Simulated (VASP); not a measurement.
# AlN (F-43m) in VASP: a series of runs

The runs below take AlN through relaxation of cell and atoms, with PBE.

Everything below comes from runs of VASP 6.6.1. Logs are shortened: lines on timing, memory, paths and dates and some standing lists are left out, and cuts for length are marked.

## Step 1: The cell of the first run

The structure is cubic, space group F-43m (No. 216). The conventional cell has a = 4.368 Å, b = 4.368 Å, c = 4.368 Å, α = 90.00°, β = 90.00°, γ = 90.00°. Within 2.5 Å of Al (site symmetry -43m) lie 4 N at 1.89 Å. N (site symmetry -43m) has 4 Al at 1.89 Å within 2.5 Å.

## Step 2: Relaxation of cell and atoms, PBE

Input file INCAR:

```
SYSTEM = AlN
  PREC = Accurate
  ENCUT = 600
  EDIFF = 1E-7
  ISMEAR = 0
  SIGMA = 0.01
  LREAL = .FALSE.
  LASPH = .TRUE.
  NELM = 120
  ALGO = Normal
  ISIF = 3
  LWAVE = .FALSE.
  LCHARG = .FALSE.
  GGA = PE
  IBRION = 2
  NSW = 80
  EDIFFG = -0.01
  GGA_COMPAT = .FALSE.
  NELMIN = 4
```

Input file KPOINTS:

```
Automatic mesh
0
G
  8 8 8
  0 0 0
```

Input file POSCAR:

```
AlN
1.0
    0.0000000000      2.1839935600      2.1839935600
    2.1839935600      0.0000000000      2.1839935600
    2.1839935600      2.1839935600      0.0000000000
Al N
1 1
Direct
    0.0000000000      0.0000000000      0.0000000000
    0.7500000000      0.7500000000      0.7500000000
```

Potentials or basis: VASP PAW PBE potentials, release 64 (Al, N).

Command:

```console
> cat potpaw_PBE.64/Al/POTCAR potpaw_PBE.64/N/POTCAR > POTCAR
> mpirun -np 1 vasp_std > vasp.out
```

OUTCAR:

```text
SYSTEM = AlN
   PREC = Accurate
   ENCUT = 600
   EDIFF = 1E-7
   ISMEAR = 0
   LREAL = .FALSE.
   LASPH = .TRUE.
   NELM = 120
   ISIF = 3
   GGA = PE
   IBRION = 2
   NSW = 80
   EDIFFG = -0.01
   NELMIN = 4

 ion  position               nearest neighbor table
   1  0.000  0.000  0.000-   2 1.89   2 1.89   2 1.89   2 1.89
   2  0.750  0.750  0.750-   1 1.89   1 1.89   1 1.89   1 1.89

  LATTYP: Found a face centered cubic cell.
 ALAT       =     4.3679871200

  Lattice vectors:

 A1 = (   0.0000000000,   2.1839935600,   2.1839935600)
 A2 = (   2.1839935600,   0.0000000000,   2.1839935600)
 A3 = (   2.1839935600,   2.1839935600,   0.0000000000)

Analysis of symmetry for initial positions (statically):
=====================================================================
 Subroutine PRICEL returns:
 Original cell was already a primitive cell.

 Routine SETGRP: Setting up the symmetry group for a
 face centered cubic supercell.

 Subroutine GETGRP returns: Found 24 space group operations
 (whereof 24 operations were pure point group operations)
 out of a pool of 48 trial point group operations.

The static configuration has the point symmetry T_d .

Analysis of symmetry for dynamics (positions and initial velocities):
=====================================================================
 Subroutine PRICEL returns:
 Original cell was already a primitive cell.

 Routine SETGRP: Setting up the symmetry group for a
 face centered cubic supercell.

 Subroutine GETGRP returns: Found 24 space group operations
 (whereof 24 operations were pure point group operations)
 out of a pool of 48 trial point group operations.

The dynamic configuration has the point symmetry T_d .

 Subroutine INISYM returns: Found 24 space group operations
 (whereof 24 operations are pure point group operations),
 and found     1 'primitive' translations

----------------------------------------------------------------------------------------

                                     Primitive cell

  volume of cell :      20.8345

  direct lattice vectors                    reciprocal lattice vectors
     0.000000000  2.183993560  2.183993560    -0.228938404  0.228938404  0.228938404
     2.183993560  0.000000000  2.183993560     0.228938404 -0.228938404  0.228938404
     2.183993560  2.183993560  0.000000000     0.228938404  0.228938404 -0.228938404

  length of vectors
     3.088633313  3.088633313  3.088633313     0.396532948  0.396532948  0.396532948

  position of ions in fractional coordinates (direct lattice)
     0.000000000  0.000000000  0.000000000
     0.750000000  0.750000000  0.750000000

  ion indices of the primitive-cell ions
   primitive index   ion index
                 1           1
                 2           2

----------------------------------------------------------------------------------------

 KPOINTS: Automatic mesh

Automatic generation of k-mesh.
 Grid dimensions read from file:
 generate k-points for:    8    8    8

 Generating k-lattice:

  Cartesian coordinates                     Fractional coordinates (reciprocal lattice)
    -0.028617301  0.028617301  0.028617301     0.125000000  0.000000000  0.000000000
     0.028617301 -0.028617301  0.028617301     0.000000000  0.125000000  0.000000000
     0.028617301  0.028617301 -0.028617301     0.000000000  0.000000000  0.125000000

  Length of vectors
     0.049566618  0.049566618  0.049566618

  Shift w.r.t. Gamma in fractional coordinates (k-lattice)
     0.000000000  0.000000000  0.000000000

 Subroutine IBZKPT returns following result:
 ===========================================

 Found     29 irreducible k-points:

 Following reciprocal coordinates:
            Coordinates               Weight
  0.000000  0.000000  0.000000      1.000000
  0.125000  0.000000  0.000000      8.000000
  0.250000  0.000000  0.000000      8.000000
  0.375000  0.000000  0.000000      8.000000
  0.500000  0.000000  0.000000      4.000000
  0.125000  0.125000  0.000000      6.000000
[... 16 lines left out ...]
  0.500000  0.250000  0.125000     48.000000
 -0.375000  0.250000  0.125000     24.000000
 [... further k-points ...]
   k-points           NKPTS =     29   k-points in BZ     NKDIM =     29   number of bands    NBANDS=      8
   number of dos      NEDOS =    301   number of ions     NIONS =      2
   total plane-waves  NPLWV =  21952
   dimension x,y,z NGX =    28 NGY =   28 NGZ =   28
   dimension x,y,z NGXF=    56 NGYF=   56 NGZF=   56
   ions per type =               1   1
   NGX,Y,Z   is equivalent  to a cutoff of  15.07, 15.07, 15.07 a.u.
   NGXF,Y,Z  is equivalent  to a cutoff of  30.14, 30.14, 30.14 a.u.
 SYSTEM =  AlN
   PREC   = accura    normal or accurate (medium, high low for compatibility)
   ISTART =      0    job   : 0-new  1-cont  2-samecut
   ICHARG =      2    charge: 1-file 2-atom 10-const
   ISPIN  =      1    spin polarized calculation?
   LNONCOLLINEAR =      F non collinear calculations
   LSORBIT =      F    spin-orbit coupling
   LASPH  =      T    aspherical Exc in radial PAW
   ENCUT  =  600.0 eV  44.10 Ry    6.64 a.u.   6.17  6.17  6.17*2*pi/ulx,y,z
   NELM   =    120;   NELMIN=  4; NELMDL= -5     # of ELM steps
   EDIFF  = 0.1E-06   stopping-criterion for ELM
   LREAL  =      F    real-space projection
   EDIFFG = -.1E-01   stopping-criterion for IOM
   NSW    =     80    number of steps for IOM
   IBRION =      2    ionic relax: 0-MD 1-quasi-New 2-CG
   NFREE  =      1    steps in history (QN), initial steepest desc. (CG)
   ISIF   =      3    stress and relaxation
   ISYM   =      2    0-nonsym 1-usesym 2-fastsym
   POTIM  = 0.5000    time-step for ionic-motion
   TEBEG  =    0.0;   TEEND  =   0.0 temperature during run
   PSTRESS=    0.0 pullay stress
   NELECT =       8.0000    total number of electrons
   NUPDOWN=      -1.0000    fix difference up-down
   EMIN   =  10.00;   EMAX   =-10.00  energy-range for DOS
   EFERMI =   0.00;   METHOD = LEGACY
   ISMEAR =     0;   SIGMA  =   0.01  broadening in eV -4-tet -1-fermi 0-gaus
   EFERMI_NEDOS =   21; number of points for ismear=-14 and -15
   IALGO  =     38    algorithm
   IMIX   =      4    mixing-type and parameters
     AMIX     =   0.40;   BMIX     =  1.00
     AMIX_MAG =   1.60;   BMIX_MAG =  1.00
  volume/ion in A,a.u.               =      10.42        70.30
  Fermi-wavevector in a.u.,A,eV,Ry     =   1.189899  2.248583 19.263943  1.415860
  Thomas-Fermi vector in A             =   2.325996
   LORBIT       =      0    0 simple, 1 ext, 2 COOP (PROOUT), +10 PAW based schemes
   GGA     = PE    functional components
   LHFCALC =     F    Hartree Fock is set to
   AEXX    =    0.0000 exact exchange contribution
   IVDW    =     0    specifies the selected vdW correction
   LEPSILON=     F    determine dielectric tensor
   LRPA    =     F    only Hartree local field effects (RPA)
 conjugate gradient relaxation of ions
 non-spin polarized calculation
 Gauss-broadening in eV      SIGMA  =   0.01
  energy-cutoff  :      600.00
  volume of cell :       20.83
 maximum number of plane-waves:       725
 NGX is ok and might be reduce to    28
   NGX = 13   NGY = 13   NGZ = 13

--------------------------------------- Ionic step        1  -------------------------------------------

 number of electron       7.9999999 magnetization

 Free energy of the ion-electron system (eV)
  ---------------------------------------------------
  ext. energy  EPLUGINS =         0.00000000
  ---------------------------------------------------
  free energy    TOTEN  =       -14.84183931 eV

  energy without entropy =      -14.84183931  energy(sigma->0) =      -14.84183931

------------------------ aborting loop because EDIFF is reached ----------------------------------------

  FORCE on cell =-STRESS in cart. coord.  units (eV):
  Direction    XX          YY          ZZ          XY          YZ          ZX
  --------------------------------------------------------------------------------------
  -------------------------------------------------------------------------------------
  Total        0.5821040      0.5821040      0.5821040     -0.0000000     -0.0000000     -0.0000000
  in kB       44.7638205     44.7638205     44.7638205     -0.0000000     -0.0000000     -0.0000000
  external PRESSURE =      44.7638205 kB  Pullay stress =       0.0000000 kB
[... 57 lines left out ...]
  energy  without entropy=      -14.8432647312  energy(sigma->0) =      -14.84326473

--------------------------------------- Ionic step        3  -------------------------------------------

 number of electron       8.0000000 magnetization

 Free energy of the ion-electron system (eV)
  ---------------------------------------------------
  ext. energy  EPLUGINS =         0.00000000
  ---------------------------------------------------
  free energy    TOTEN  =       -14.84821442 eV

  energy without entropy =      -14.84821442  energy(sigma->0) =      -14.84821442

 E-fermi :   5.8707     XC(G=0): -10.8375

 val. band max:        5.7626770732   @ k =   0.0000   0.0000   0.0000
 cond. band min:       9.0690668331   @ k =   0.5000   0.5000   0.0000
 fundamental gap:      3.3063897598
 Fermi energy:         5.8707098515

 k-point     1 :       0.0000    0.0000    0.0000
  band No.  band energies     occupation
      1      -9.0915      2.00000
      2       5.7627      2.00000
      3       5.7627      2.00000
      4       5.7627      2.00000
      5       9.7641      0.00000
      6      18.1054      0.00000
      7      18.1054      0.00000
      8      18.1054      0.00000
[... 243 lines left out ...]
 k-point    24 :      -0.3750    0.2500    0.1250
  band No.  band energies     occupation
      1      -6.7986      2.00000
      2       0.7014      2.00000
      3       3.5664      2.00000
      4       4.6603      2.00000
      5      12.7931      0.00000
      6      14.8198      0.00000
      7      17.7134      0.00000
      8      18.2554      0.00000

 [... further k-points ...]

------------------------ aborting loop because EDIFF is reached ----------------------------------------

  FORCE on cell =-STRESS in cart. coord.  units (eV):
  Direction    XX          YY          ZZ          XY          YZ          ZX
  --------------------------------------------------------------------------------------
  -------------------------------------------------------------------------------------
  Total       -0.0004078     -0.0004078     -0.0004078      0.0000000      0.0000000      0.0000000
  in kB       -0.0306732     -0.0306732     -0.0306732      0.0000000      0.0000000      0.0000000
  external PRESSURE =      -0.0306732 kB  Pullay stress =       0.0000000 kB
[... 17 lines left out ...]
  FREE ENERGIE OF THE ION-ELECTRON SYSTEM (eV)
  ---------------------------------------------------
  free  energy   TOTEN  =       -14.8482144201 eV

  energy  without entropy=      -14.8482144201  energy(sigma->0) =      -14.84821442

 reached required accuracy - stopping structural energy minimisation
```

Run time: 15 s. Hardware: 1 thread of Intel Xeon Platinum 8259CL at 2.50GHz (Skylake/Cascade Lake), shared host; peak memory 0.15 GiB.

What came out:

```
Free energy                            : -14.8482 eV
Relaxed volume                         : 10.65 Å³/atom
Relaxed cell                           : a = 3.112 Å, b = 3.112 Å, c = 3.112 Å, α = 60.00°, β = 60.00°, γ = 60.00°
Space group after relaxing (to 0.05 Å) : F-43m (No. 216)
Energy gained by relaxing              : 3.2 meV/atom
Ionic steps                            : 3
Pressure after relaxing                : 0.0 GPa
Band gap on the k mesh                 : 3.31 eV, indirect (least direct gap 4.00 eV)
```

Step by step:
```csv
step,energy change (eV),largest force (eV/Å),pressure (GPa),volume (Å³)
1,0.0000,0.0000,4.48,20.83
2,-0.0014,0.0000,-3.67,21.72
3,-0.0064,0.0000,0.00,21.30
```

Final structure:
```
CELL_PARAMETERS angstrom
0.00000 2.20017 2.20017
2.20017 0.00000 2.20017
2.20017 2.20017 0.00000
ATOMIC_POSITIONS crystal
Al 0.00000 0.00000 0.00000
N 0.75000 0.75000 0.75000
```

(Continued in part 2 of 2.)
